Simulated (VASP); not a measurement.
# Sr4I3 (P4/mmm) in VASP: a series of runs, part 2 of 2

VASP 6.6.1. The steps go on from the part before.

### 3 Single point, PBE (atoms taken out)

The input, INCAR:

```
SYSTEM = Sr4I3
  PREC = Accurate
  ENCUT = 520
  EDIFF = 1E-6
  ISMEAR = 0
  SIGMA = 0.1
  LREAL = .FALSE.
  LASPH = .TRUE.
  NELM = 100
  ALGO = Normal
  ISIF = 2
  LWAVE = .FALSE.
  LCHARG = .FALSE.
  GGA = PE
  NBANDS = 40
```

The input, KPOINTS:

```
regular mesh
0
G
  6 6 6
  0 0 0
```

The input, POSCAR:

```
Sr4I3
1.0
    5.9115298607      0.0000000000      0.0000000000
    0.0000000000      5.9115298607      0.0000000000
    0.0000000000      0.0000000000      8.3569222943
Sr I
4 3
Direct
    0.5000000000      0.0000000000      0.7405340062
    0.0000000000      0.5000000000      0.7405340062
    0.5000000000      0.0000000000      0.2594659938
    0.0000000000      0.5000000000      0.2594659938
    0.0000000000      0.0000000000      0.0000000000
    0.5000000000      0.5000000000      0.0000000000
    0.0000000000      0.0000000000      0.5000000000
```

Potentials or basis: VASP PAW PBE potentials, release 64 (Sr_sv, I).

Launch:

```sh
$ cat potpaw_PBE.64/Sr_sv/POTCAR potpaw_PBE.64/I/POTCAR > POTCAR
$ mpirun -np 1 vasp_std > vasp.out
```

OUTCAR:

```text
SYSTEM = Sr4I3
   PREC = Accurate
   ENCUT = 520
   EDIFF = 1E-6
   ISMEAR = 0
   LREAL = .FALSE.
   LASPH = .TRUE.
   NELM = 100
   ISIF = 2
   GGA = PE

 ion  position               nearest neighbor table
   1  0.500  0.000  0.741-   7 3.57   7 3.57   5 3.67   6 3.67   5 3.67   6 3.67   3 4.02   2 4.18
                             2 4.18   2 4.18   2 4.18   3 4.34
   2  0.000  0.500  0.741-   7 3.57   7 3.57   5 3.67   5 3.67   6 3.67   6 3.67   4 4.02   1 4.18
                             1 4.18   1 4.18   1 4.18   4 4.34
   3  0.500  0.000  0.259-   7 3.57   7 3.57   5 3.67   6 3.67   5 3.67   6 3.67   1 4.02   4 4.18
                             4 4.18   4 4.18   4 4.18   1 4.34
   4  0.000  0.500  0.259-   7 3.57   7 3.57   5 3.67   5 3.67   6 3.67   6 3.67   2 4.02   3 4.18
                             3 4.18   3 4.18   3 4.18   2 4.34
   5  0.000  0.000  0.000-   1 3.67   2 3.67   3 3.67   4 3.67   2 3.67   4 3.67   1 3.67   3 3.67

   6  0.500  0.500  0.000-   1 3.67   2 3.67   3 3.67   4 3.67   1 3.67   3 3.67   2 3.67   4 3.67

   7  0.000  0.000  0.500-   1 3.57   2 3.57   3 3.57   4 3.57   2 3.57   4 3.57   1 3.57   3 3.57

  LATTYP: Found a simple tetragonal cell.
 ALAT       =     5.9115298607
 C/A-ratio  =     1.4136649042

  Lattice vectors:

 A1 = (   5.9115298607,   0.0000000000,   0.0000000000)
 A2 = (   0.0000000000,   5.9115298607,   0.0000000000)
 A3 = (   0.0000000000,   0.0000000000,   8.3569222943)

Analysis of symmetry for initial positions (statically):
=====================================================================
 Subroutine PRICEL returns:
 Original cell was already a primitive cell.

 Routine SETGRP: Setting up the symmetry group for a
 simple tetragonal supercell.

 Subroutine GETGRP returns: Found 16 space group operations
 (whereof 16 operations were pure point group operations)
 out of a pool of 16 trial point group operations.

The static configuration has the point symmetry D_4h.

Analysis of symmetry for dynamics (positions and initial velocities):
=====================================================================
[... 146 lines left out ...]
   LHFCALC =     F    Hartree Fock is set to
   AEXX    =    0.0000 exact exchange contribution
   IVDW    =     0    specifies the selected vdW correction
   LEPSILON=     F    determine dielectric tensor
   LRPA    =     F    only Hartree local field effects (RPA)
 non-spin polarized calculation
 Gauss-broadening in eV      SIGMA  =   0.10
  energy-cutoff  :      520.00
  volume of cell :      292.04
 maximum number of plane-waves:      7944
 NGX is ok and might be reduce to    48
   NGX = 21   NGY = 21   NGZ = 31

 number of electron      60.9999996 magnetization

 Free energy of the ion-electron system (eV)
  ---------------------------------------------------
  ext. energy  EPLUGINS =         0.00000000
  ---------------------------------------------------
  free energy    TOTEN  =       -16.18003949 eV

  energy without entropy =      -16.13819860  energy(sigma->0) =      -16.15911904

 E-fermi :   4.4946     XC(G=0):  -8.1975

 val. band max:        4.4905816343   @ k =   0.3333   0.1667   0.5000
 cond. band min:       4.5000898741   @ k =   0.0000   0.0000   0.5000
 fundamental gap:      0.0095082398
 Fermi energy:         4.4946486532

 k-point     1 :       0.0000    0.0000    0.0000
  band No.  band energies     occupation
      1     -32.7398      2.00000
      2     -32.7325      2.00000
      3     -32.7269      2.00000
      4     -32.7199      2.00000
      5     -14.8450      2.00000
      6     -14.8207      2.00000
[... 1021 lines left out ...]
     39       5.9052      0.00000
     40       6.0908      0.00000

 [... further k-points ...]

------------------------ aborting loop because EDIFF is reached ----------------------------------------

  FORCE on cell =-STRESS in cart. coord.  units (eV):
  Direction    XX          YY          ZZ          XY          YZ          ZX
  --------------------------------------------------------------------------------------
  -------------------------------------------------------------------------------------
  Total       -0.0073817     -0.0073817     -0.0587463      0.0000000      0.0000000     -0.0000000
  in kB       -0.0404967     -0.0404967     -0.3222884      0.0000000      0.0000000     -0.0000000
  external PRESSURE =      -0.1344273 kB  Pullay stress =       0.0000000 kB

 VOLUME and BASIS-vectors are now :
 -----------------------------------------------------------------------------
  energy-cutoff  :      520.00
  volume of cell :      292.04
      direct lattice vectors                 reciprocal lattice vectors
     5.911529861  0.000000000  0.000000000     0.169160949  0.000000000  0.000000000
     0.000000000  5.911529861  0.000000000     0.000000000  0.169160949  0.000000000
     0.000000000  0.000000000  8.356922294     0.000000000  0.000000000  0.119661278

 POSITION                                       TOTAL-FORCE (eV/Angst)
 -----------------------------------------------------------------------------------
      2.95576      0.00000      6.18859         0.000000     -0.000000      0.007301
      0.00000      2.95576      6.18859        -0.000000      0.000000      0.007301
      2.95576      0.00000      2.16834        -0.000000     -0.000000     -0.007301
      0.00000      2.95576      2.16834         0.000000      0.000000     -0.007301
      0.00000      0.00000      0.00000         0.000000      0.000000      0.000000
      2.95576      2.95576      0.00000         0.000000      0.000000      0.000000
      0.00000      0.00000      4.17846         0.000000      0.000000      0.000000
 -----------------------------------------------------------------------------------
    total drift:                                0.000000      0.000000      0.000000

  FREE ENERGIE OF THE ION-ELECTRON SYSTEM (eV)
  ---------------------------------------------------
  free  energy   TOTEN  =       -16.1800394856 eV

  energy  without entropy=      -16.1381986012  energy(sigma->0) =      -16.15911904
```

OSZICAR:

```text
N       E                     dE             d eps       ncg     rms          rms(c)
DAV:   1     0.398194955319E+03    0.39819E+03   -0.26360E+04  3208   0.128E+03
DAV:   2     0.204732154161E+02   -0.37772E+03   -0.36955E+03  3864   0.287E+02
DAV:   3    -0.139198644557E+02   -0.34393E+02   -0.33908E+02  4624   0.683E+01
DAV:   4    -0.161486566618E+02   -0.22288E+01   -0.21891E+01  5248   0.169E+01
DAV:   5    -0.162467984503E+02   -0.98142E-01   -0.97998E-01  4552   0.283E+00    0.206E+01
DAV:   6    -0.161849923294E+02    0.61806E-01   -0.16799E-01  4168   0.206E+00    0.112E+01
DAV:   7    -0.161793786387E+02    0.56137E-02   -0.16001E-01  4208   0.214E+00    0.130E+00
DAV:   8    -0.161798347136E+02   -0.45607E-03   -0.24712E-02  4752   0.688E-01    0.431E-01
DAV:   9    -0.161799474536E+02   -0.11274E-03   -0.17623E-03  4424   0.160E-01    0.175E-01
DAV:  10    -0.161800213744E+02   -0.73921E-04   -0.27753E-04  4368   0.707E-02    0.531E-02
DAV:  11    -0.161800366105E+02   -0.15236E-04   -0.24618E-05  4576   0.209E-02    0.193E-02
DAV:  12    -0.161800394238E+02   -0.28133E-05   -0.72283E-06  4224   0.120E-02    0.371E-03
DAV:  13    -0.161800394856E+02   -0.61775E-07   -0.78859E-07  2560   0.387E-03
   1 F= -.16180039E+02 E0= -.16159119E+02  d E =-.418409E-01
```

stdout:

```text
POSCAR found type information on POSCAR SrI
 POSCAR found :  2 types and       7 ions
 scaLAPACK will be used
 LDA part: xc-table for (Slater+PW92), standard interpolation
 POSCAR, INCAR and KPOINTS ok, starting setup
 FFT: planning ... GRIDC
 FFT: planning ... GRID_SOFT
 FFT: planning ... GRID
 WAVECAR not read
 entering main loop
```

It took 14 min on 1 thread of Intel Xeon 8259CL, shared host; peak memory 0.64 GiB.

What came out:

```yaml
Free_energy: -16.1800 eV
Pressure: 0.0 GPa
Largest_force: 0.007 eV/Å
Band_gap_on_the_k_mesh: zero (an odd number of electrons rules out a gap without spin polarisation)
```

Forces on the atoms (eV/Å):
```
Sr   0.000  0.000  0.007
Sr   0.000  0.000  0.007
Sr   0.000  0.000 -0.007
Sr   0.000  0.000 -0.007
I    0.000  0.000  0.000
I    0.000  0.000  0.000
I    0.000  0.000  0.000
```

Levels at points of the mesh, in eV from the Fermi level:
```csv
k point,band 29,band 30,band 31,band 32,band 33,band 34
"(0.00, 0.00, 0.00)",-1.97,-0.85,-0.34,-0.27,0.28,0.59
"(0.50, 0.00, 0.00)",-0.50,-0.33,0.17,0.39,0.48,0.51
"(0.50, 0.50, 0.00)",-0.84,-0.84,-0.74,0.59,0.59,0.88
"(0.00, 0.00, 0.50)",-1.01,-0.58,-0.16,0.01,0.16,0.24
"(0.50, 0.00, 0.50)",-0.28,0.08,0.09,0.45,1.05,1.17
"(0.50, 0.50, 0.50)",-0.60,-0.18,-0.18,0.21,0.21,1.14
```

Caveat: the cell differs from its parent crystal (atoms taken out); spin-orbit coupling is left out, which moves the levels of the heavy elements; an odd number of electrons without spin polarisation forces a metal; a magnetic or distorted state may lie lower.

The gap in the log of VASP goes by the Fermi energy; the results here count the filled bands.